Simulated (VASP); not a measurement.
Input of a VASP 6.6.1 run:

The input INCAR:

```
PREC     = Accurate       # precision mode
ENCUT    = 520            # plane-wave cutoff, eV
EDIFF    = 1E-6           # SCF threshold, eV
ISMEAR   = -1             # smearing method
SIGMA    = 0.02           # smearing width, eV
LREAL    = F              # projectors in reciprocal space
LASPH    = T              # aspherical terms in the spheres
NELM     = 100            # most SCF steps
ALGO     = Normal         # electronic algorithm
ISIF     = 2              # what is computed and relaxed
LWAVE    = F              # write WAVECAR
LCHARG   = F              # write CHGCAR
GGA      = PE             # functional
NBANDS   = 26             # bands
```

Contents of KPOINTS:

```
regular mesh
0
Gamma
  9 9 4
```

File POSCAR:

```
CuF
1.0
    3.6051627593      0.0000000000      0.0000000000
   -1.8025813797      3.1221625344      0.0000000000
    0.0000000000      0.0000000000      5.6234894451
Cu F
2 2
Direct
    0.3333333333      0.6666666667      0.2500000000
    0.6666666667      0.3333333333      0.7500000000
    0.6666666667      0.3333333333      0.2500000000
    0.3333333333      0.6666666667      0.7500000000
```

Potentials or basis: VASP PAW PBE potentials, release 64 (Cu, F).

The run is started by

```bash
$ cat potpaw_PBE.64/Cu/POTCAR potpaw_PBE.64/F/POTCAR > POTCAR
$ mpirun -np 1 vasp_std > vasp.out
```

(1) What does it give for the pressure?

(2) Predict the band gap on the k mesh.

Answers

(1) -3.0 GPa.

(2) zero (band 18 reaches 2.05 eV, above the bottom of band 19 at 2.01 eV).

Caveat: semilocal functionals often make such compounds metallic where correlation or magnetic order opens a gap, which also shifts bond lengths.
